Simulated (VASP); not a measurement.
# NaH8BrO4 in VASP: a series of runs, part 3 of 3

VASP 6.6.1. The steps go on from the part before.

## Step 5: Single point, PBEsol

INCAR

```
SYSTEM = NaH8BrO4
PREC = Accurate
ENCUT = 520
EDIFF = 1E-6
ISMEAR = -1
SIGMA = 0.05
LREAL = .FALSE.
LASPH = .TRUE.
NELM = 120
ALGO = Normal
ISIF = 2
LWAVE = .FALSE.
LCHARG = .FALSE.
GGA = PS
NBANDS = 36
GGA_COMPAT = .FALSE.
```

KPOINTS

```
Automatic mesh
0
G
  1 1 1
  0 0 0
```

POSCAR

```
NaH8BrO4
1.0
    5.9739610000      0.0000000000      0.0000000000
    0.0000000000      5.9739610000      0.0000000000
    0.0000000000      0.0000000000      5.9739610000
O H Na Br
4 8 1 1
Direct
   -0.0831106865      0.8260683322      0.7538716774
    0.3208424026      0.7169614934      0.4419011105
    0.9072707371      0.4930397102      0.4294638013
    0.4630930801      0.1053070149      0.7175808479
    0.0299801087      0.7207110994      0.8633635205
   -0.0006695725      0.9680511808      0.8190043423
    0.3133431906      0.7052774533      0.2462018081
    0.2050733174      0.6388056434      0.5271879077
    0.9756006107      0.5345197265      0.2864263761
    0.8957540901      0.6349053835      0.4959858292
    0.4120883950     -0.0443256995      0.7065998590
    0.5161734400      0.1207071824      0.8746625564
    0.7941129847      0.1082196553      0.4660391991
    0.2257965862      0.5197723922      0.0127051382
```

Potentials or basis: VASP PAW PBE potentials, release 64 (O, H, Na_pv, Br).

Command:

```console
$ cat potpaw_PBE.64/O/POTCAR potpaw_PBE.64/H/POTCAR potpaw_PBE.64/Na_pv/POTCAR potpaw_PBE.64/Br/POTCAR > POTCAR
$ mpirun -np 1 vasp_gam > vasp.out
```

OUTCAR:

```text
SYSTEM = NaH8BrO4
   PREC = Accurate
   ENCUT = 520
   EDIFF = 1E-6
   ISMEAR = -1
   LREAL = .FALSE.
   LASPH = .TRUE.
   NELM = 120
   ISIF = 2
   GGA = PS

 ion  position               nearest neighbor table
   1  0.917  0.826  0.754-   6 1.06   5 1.13
   2  0.321  0.717  0.442-   8 0.98   7 1.17
   3  0.907  0.493  0.429-  10 0.94   9 0.98
   4  0.463  0.105  0.718-  11 0.95  12 0.99
   5  0.030  0.721  0.863-   1 1.13
   6  0.999  0.968  0.819-   1 1.06
   7  0.313  0.705  0.246-   2 1.17
   8  0.205  0.639  0.527-   2 0.98
   9  0.976  0.535  0.286-   3 0.98
  10  0.896  0.635  0.496-   3 0.94
  11  0.412  0.956  0.707-   4 0.95
  12  0.516  0.121  0.875-   4 0.99
  13  0.794  0.108  0.466-
  14  0.226  0.520  0.013-

  LATTYP: Found a simple cubic cell.
 ALAT       =     5.9739610000

  Lattice vectors:

 A1 = (   5.9739610000,   0.0000000000,   0.0000000000)
 A2 = (   0.0000000000,   5.9739610000,   0.0000000000)
 A3 = (   0.0000000000,   0.0000000000,   5.9739610000)

Analysis of symmetry for initial positions (statically):
=====================================================================
 Subroutine PRICEL returns:
 Original cell was already a primitive cell.

 Routine SETGRP: Setting up the symmetry group for a
 simple cubic supercell.

 Subroutine GETGRP returns: Found  1 space group operations
 (whereof  1 operations were pure point group operations)
 out of a pool of 48 trial point group operations.

The static configuration has the point symmetry C_1 .

Analysis of symmetry for dynamics (positions and initial velocities):
=====================================================================
 Subroutine PRICEL returns:
 Original cell was already a primitive cell.

 Routine SETGRP: Setting up the symmetry group for a
 simple cubic supercell.

 Subroutine GETGRP returns: Found  1 space group operations
 (whereof  1 operations were pure point group operations)
 out of a pool of 48 trial point group operations.

The dynamic configuration has the point symmetry C_1 .

 Subroutine INISYM returns: Found  1 space group operations
 (whereof  1 operations are pure point group operations),
 and found     1 'primitive' translations

----------------------------------------------------------------------------------------

                                     Primitive cell

  volume of cell :     213.2000

  direct lattice vectors                    reciprocal lattice vectors
     5.973961000  0.000000000  0.000000000     0.167393125  0.000000000  0.000000000
     0.000000000  5.973961000  0.000000000     0.000000000  0.167393125  0.000000000
     0.000000000  0.000000000  5.973961000     0.000000000  0.000000000  0.167393125

  length of vectors
     5.973961000  5.973961000  5.973961000     0.167393125  0.167393125  0.167393125

  position of ions in fractional coordinates (direct lattice)
     0.916889314  0.826068332  0.753871677
     0.320842403  0.716961493  0.441901110
     0.907270737  0.493039710  0.429463801
     0.463093080  0.105307015  0.717580848
     0.029980109  0.720711099  0.863363521
     0.999330427  0.968051181  0.819004342
     0.313343191  0.705277453  0.246201808
     0.205073317  0.638805643  0.527187908
[... 56 lines left out ...]
   dimension x,y,z NGX =    48 NGY =   48 NGZ =   48
   dimension x,y,z NGXF=    96 NGYF=   96 NGZF=   96
   ions per type =               4   8   1   1
   NGX,Y,Z   is equivalent  to a cutoff of  13.36, 13.36, 13.36 a.u.
   NGXF,Y,Z  is equivalent  to a cutoff of  26.72, 26.72, 26.72 a.u.
 SYSTEM =  NaH8BrO4
   PREC   = accura    normal or accurate (medium, high low for compatibility)
   ISTART =      0    job   : 0-new  1-cont  2-samecut
   ICHARG =      2    charge: 1-file 2-atom 10-const
   ISPIN  =      1    spin polarized calculation?
   LNONCOLLINEAR =      F non collinear calculations
   LSORBIT =      F    spin-orbit coupling
   LASPH  =      T    aspherical Exc in radial PAW
   ENCUT  =  520.0 eV  38.22 Ry    6.18 a.u.  11.11 11.11 11.11*2*pi/ulx,y,z
   NELM   =    120;   NELMIN=  2; NELMDL= -5     # of ELM steps
   EDIFF  = 0.1E-05   stopping-criterion for ELM
   LREAL  =      F    real-space projection
   EDIFFG = 0.1E-04   stopping-criterion for IOM
   NSW    =      0    number of steps for IOM
   IBRION =     -1    ionic relax: 0-MD 1-quasi-New 2-CG
   NFREE  =      0    steps in history (QN), initial steepest desc. (CG)
   ISIF   =      2    stress and relaxation
   ISYM   =      2    0-nonsym 1-usesym 2-fastsym
   POTIM  = 0.5000    time-step for ionic-motion
   TEBEG  =    0.0;   TEEND  =   0.0 temperature during run
   PSTRESS=    0.0 pullay stress
   NELECT =      46.0000    total number of electrons
   NUPDOWN=      -1.0000    fix difference up-down
   EMIN   =  10.00;   EMAX   =-10.00  energy-range for DOS
   EFERMI =   0.00;   METHOD = LEGACY
   ISMEAR =    -1;   SIGMA  =   0.05  broadening in eV -4-tet -1-fermi 0-gaus
   EFERMI_NEDOS =   21; number of points for ismear=-14 and -15
   IALGO  =     38    algorithm
   IMIX   =      4    mixing-type and parameters
     AMIX     =   0.40;   BMIX     =  1.00
     AMIX_MAG =   1.60;   BMIX_MAG =  1.00
  volume/ion in A,a.u.               =      15.23       102.77
  Fermi-wavevector in a.u.,A,eV,Ry     =   0.981895  1.855513 13.117620  0.964118
  Thomas-Fermi vector in A             =   2.112936
   LORBIT       =      0    0 simple, 1 ext, 2 COOP (PROOUT), +10 PAW based schemes
   GGA     = PS    functional components
   LHFCALC =     F    Hartree Fock is set to
   AEXX    =    0.0000 exact exchange contribution
   IVDW    =     0    specifies the selected vdW correction
   LEPSILON=     F    determine dielectric tensor
   LRPA    =     F    only Hartree local field effects (RPA)
 non-spin polarized calculation
  energy-cutoff  :      520.00
  volume of cell :      213.20
 maximum number of plane-waves:      2872
 NGX is ok and might be reduce to    48
   NGX = 23   NGY = 23   NGZ = 23

 number of electron      46.0000000 magnetization

 Free energy of the ion-electron system (eV)
  ---------------------------------------------------
  ext. energy  EPLUGINS =         0.00000000
  ---------------------------------------------------
  free energy    TOTEN  =       -62.57546855 eV

  energy without entropy =      -62.57546855  energy(sigma->0) =      -62.57546855

 E-fermi :  -1.2289     XC(G=0):  -6.2723

 val. band max:       -2.4798458469   @ k =   0.0000   0.0000   0.0000
 cond. band min:       0.4715248057   @ k =   0.0000   0.0000   0.0000
 fundamental gap:      2.9513706526
 Fermi energy:        -1.2288939464

 k-point     1 :       0.0000    0.0000    0.0000
  band No.  band energies     occupation
      1     -25.4574      2.00000
      2     -25.3943      2.00000
      3     -25.3617      2.00000
      4     -22.3276      2.00000
      5     -22.1361      2.00000
      6     -21.1934      2.00000
[... 27 lines left out ...]
     34       7.2025      0.00000
     35       7.3237      0.00000
 [bands above 35 left out]

------------------------ aborting loop because EDIFF is reached ----------------------------------------

  FORCE on cell =-STRESS in cart. coord.  units (eV):
  Direction    XX          YY          ZZ          XY          YZ          ZX
  --------------------------------------------------------------------------------------
  -------------------------------------------------------------------------------------
  Total       -0.1959730      1.4167908     -3.2801752     -0.2763000      2.2594775     -1.2187133
  in kB       -1.4727181     10.6470466    -24.6502017     -2.0763680     16.9797561     -9.1585136
  external PRESSURE =      -5.1586244 kB  Pullay stress =       0.0000000 kB

 VOLUME and BASIS-vectors are now :
 -----------------------------------------------------------------------------
  energy-cutoff  :      520.00
  volume of cell :      213.20
      direct lattice vectors                 reciprocal lattice vectors
     5.973961000  0.000000000  0.000000000     0.167393125  0.000000000  0.000000000
     0.000000000  5.973961000  0.000000000     0.000000000  0.167393125  0.000000000
     0.000000000  0.000000000  5.973961000     0.000000000  0.000000000  0.167393125

 POSITION                                       TOTAL-FORCE (eV/Angst)
 -----------------------------------------------------------------------------------
      5.47746      4.93490      4.50360         2.642221      1.698910      2.524893
      1.91670      4.28310      2.63990         1.280132      1.727713     -2.140989
      5.42000      2.94540      2.56560        -0.283410     -2.199698     -0.923284
      2.76650      0.62910      4.28680         1.159444      1.753341      0.990452
      0.17910      4.30550      5.15770        -1.429818      0.233370     -1.507253
      5.96996      5.78310      4.89270        -1.351217     -1.603519     -1.307491
      1.87190      4.21330      1.47080        -0.479043     -0.482136      3.962420
      1.22510      3.81620      3.14940         0.039535     -0.261791     -0.793981
      5.82820      3.19320      1.71110         0.481880     -0.518937     -0.745286
      5.35120      3.79290      2.96300        -0.596067      1.880732      1.828660
      2.46180      5.70916      4.22120        -0.578600     -2.021765     -0.581573
      3.08360      0.72110      5.22520        -0.432863      0.067632     -0.928140
      4.74400      0.64650      2.78410        -0.233342      0.281805      0.432792
      1.34890      3.10510      0.07590        -0.218853     -0.555658     -0.811221
 -----------------------------------------------------------------------------------
    total drift:                                0.000441      0.000693      0.000828

  FREE ENERGIE OF THE ION-ELECTRON SYSTEM (eV)
  ---------------------------------------------------
  free  energy   TOTEN  =       -62.5754685524 eV

  energy  without entropy=      -62.5754685524  energy(sigma->0) =      -62.57546855
```

Run time: 48 s. Hardware: 1 thread of Intel Xeon 8259CL, shared host; peak memory 0.3 GiB.

Results:

```
Free energy   : -62.5755 eV
Pressure      : -0.5 GPa
Largest force : 4.030 eV/Å
```

Forces in eV/Å, atoms in the order of the input:
```
O    2.642  1.699  2.525
O    1.280  1.728 -2.141
O   -0.283 -2.200 -0.923
O    1.159  1.753  0.990
H   -1.430  0.233 -1.507
H   -1.351 -1.604 -1.307
H   -0.479 -0.482  3.962
H    0.040 -0.262 -0.794
H    0.482 -0.519 -0.745
H   -0.596  1.881  1.829
H   -0.579 -2.022 -0.582
H   -0.433  0.068 -0.928
Na  -0.233  0.282  0.433
Br  -0.219 -0.556 -0.811
```

Caveat: the k points lie up to 1.05 Å⁻¹ apart; the atoms stand as in a frame of molecular dynamics; the PAW data sets were made with another functional, which shifts forces and pressure a little.

## Step 6: Single point, PBEsol

INCAR

```
  PREC = Accurate
  ENCUT = 520
  EDIFF = 1E-6
  ISMEAR = -1
  SIGMA = 0.05
  LREAL = F
  LASPH = T
  NELM = 120
  ALGO = Normal
  ISIF = 2
  LWAVE = F
  LCHARG = F
  GGA = PS
  NBANDS = 36
  GGA_COMPAT = F
```

KPOINTS

```
regular mesh
0
Gamma
  1 1 1
```

POSCAR

```
NaH8BrO4
1.0
    5.9739610000      0.0000000000      0.0000000000
    0.0000000000      5.9739610000      0.0000000000
    0.0000000000      0.0000000000      5.9739610000
O H Na Br
4 8 1 1
Direct
   -0.1068805103      0.8208958847      0.8402632692
    0.2275374747      0.8596641324      0.4674955193
    0.8216156751      0.3930725360      0.3481776999
    0.5379345463      0.0898231508      0.7680498751
   -0.0943092866      0.7627267737      0.6884544442
    0.0132407962      0.7574538903      0.9235915668
    0.2273366030      0.7552443011      0.3626404658
    0.1479755224      0.7822950300      0.5961203965
    0.9875190012      0.3970564923      0.2793623862
    0.7280763969      0.2840828723      0.2482272650
    0.5758993070     -0.0560766969      0.8285457505
    0.3938592836      0.0579012819      0.7005904458
    0.8770227994      0.1417819768      0.6381862888
    0.2321910036      0.5124740520     -0.0506698989
```

Potentials or basis: VASP PAW PBE potentials, release 64 (O, H, Na_pv, Br).

Command:

```console
$ cat potpaw_PBE.64/O/POTCAR potpaw_PBE.64/H/POTCAR potpaw_PBE.64/Na_pv/POTCAR potpaw_PBE.64/Br/POTCAR > POTCAR
$ mpirun -np 1 vasp_gam > vasp.out
```

It took 48 s on 1 thread of Intel Xeon 8259CL, shared host; peak memory 0.3 GiB.

The run converged. Its results:

```yaml
Free_energy: -62.9499 eV
Pressure: 1.8 GPa
Largest_force: 7.112 eV/Å
```

Forces in eV/Å, atoms in the order of the input:
```
O   -2.496  2.196 -1.535
O   -1.369  3.918  5.776
O    1.317 -1.724 -1.778
O   -0.127 -0.005  0.054
H   -0.368 -0.796  0.278
H    1.699 -1.372  1.097
H    0.317 -4.406 -5.098
H    1.392  0.464 -0.701
H   -2.674 -0.042  0.175
H    1.559  1.891  1.088
H    0.330 -0.501  0.429
H   -0.269  0.216 -0.435
Na   0.255  0.758  0.062
Br   0.433 -0.596  0.588
```

Stress tensor (GPa, compression positive):
```
 0.56 -3.65  1.22
-3.65  3.44  0.40
 1.22  0.40  1.34
```

Levels at points of the mesh, in eV from the Fermi level:
```tsv
k point	band 20	band 21	band 22	band 23	band 24	band 25	band 26	band 27
(0.00, 0.00, 0.00)	-3.05	-1.58	-1.52	-1.21	1.82	5.06	5.24	5.34
```

Caveat: the k points lie up to 1.05 Å⁻¹ apart; the atoms stand as in a frame of molecular dynamics; the PAW data sets were made with another functional, which shifts forces and pressure a little.

## Step 7: The runs side by side

```tsv
cell	pressure (GPa)	largest force (eV/Å)
as given, atomic positions A	-0.8	4.39
as given, atomic positions B	3.6	7.65
as given, atomic positions C	0.4	6.21
as given, atomic positions D	-0.5	4.03
as given, atomic positions E	1.8	7.11
```

Alike in all rows: task single point; level PBEsol; potentials or basis VASP PAW PBE potentials, release 64 (O, H, Na_pv, Br); no spin polarisation; k mesh 1 × 1 × 1; cutoff (eV) 520; smearing fermi-dirac 0.05 eV.

Caveats: all runs use coarse meshes; the PAW data sets were made with another functional, which shifts forces and pressure a little; the atoms stand as in a frame of molecular dynamics (at least some runs).

Absolute energies hang on the potentials; compare differences alone.
